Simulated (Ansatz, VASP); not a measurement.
**One calculation of SiN, two programs**

Contents of INCAR:

```
PREC     = Accurate       # precision mode
ENCUT    = 600            # plane-wave cutoff, eV
EDIFF    = 1E-6           # SCF threshold, eV
ISMEAR   = 0              # smearing method
SIGMA    = 0.1            # smearing width, eV
LREAL    = F              # projectors in reciprocal space
LASPH    = T              # aspherical terms in the spheres
NELM     = 60             # most SCF steps
ALGO     = Normal         # electronic algorithm
ISIF     = 3              # what is computed and relaxed
LWAVE    = F              # write WAVECAR
LCHARG   = F              # write CHGCAR
GGA      = PE             # functional
IBRION   = 2              # ionic algorithm
NSW      = 100            # ionic steps
EDIFFG   = -0.01          # ionic threshold
```

Contents of KPOINTS:

```
Automatic mesh
0
Gamma
  22 22 22
```

File POSCAR:

```
SiN
1.0
    0.0000000000      2.1323514579      2.1323514579
    2.1323514579      0.0000000000      2.1323514579
    2.1323514579      2.1323514579      0.0000000000
Si N
1 1
Direct
    0.0000000000      0.0000000000      0.0000000000
    0.5000000000      0.5000000000      0.5000000000
```

Input for Ansatz:

```yaml
crystal:
  lattice:
    - [0.0, 2.1323514579, 2.1323514579]
    - [2.1323514579, 0.0, 2.1323514579]
    - [2.1323514579, 2.1323514579, 0.0]
  atoms:
    - { symbol: Si, position: [0.0, 0.0, 0.0] }
    - { symbol: "N", position: [0.5, 0.5, 0.5] }
basis:
  ecutwfc: 420
kpoints:
  mp_grid: { grid: [22, 22, 22] }
hamiltonian:
  xc: pbe
scf:
  occupations: { method: gaussian, width: 0.1 }
output:
  forces: true
  stress: true
  eigenvalues: true
relax:
  adjacent_minimum: "off"
  f_tol: 0.01
  max_steps: 80
  cell: { stress_tol: 0.05 }
```

Alike in both runs: task relaxation of cell and atoms; functional PBE; k mesh 22 × 22 × 22; occupations gaussian, width 0.1 eV; no spin polarisation.

|  | VASP | Ansatz |
| --- | --- | --- |
| version | VASP 6.6.1 | Ansatz 0.2.0 |
| potentials or method | VASP PAW PBE potentials, release 64 (Si, N), cutoff 600 eV | scalar-relativistic, plane waves, PAW |
| valence electrons in the cell | 9 | 9 |

|  | VASP | Ansatz | Ansatz less VASP |
| --- | --- | --- | --- |
| gap on the k mesh at the Fermi level, each at its own relaxed structure (eV) | none | none | - |
| relaxed volume (Å³/atom) | 9.64 | 9.65 | +0.008 |
| relaxed length of the cell vector where the two differ most in proportion (Å) | 3.009 | 3.010 | +0.0009 |

A gap of «none» marks a metal or a gap that the smearing closes.
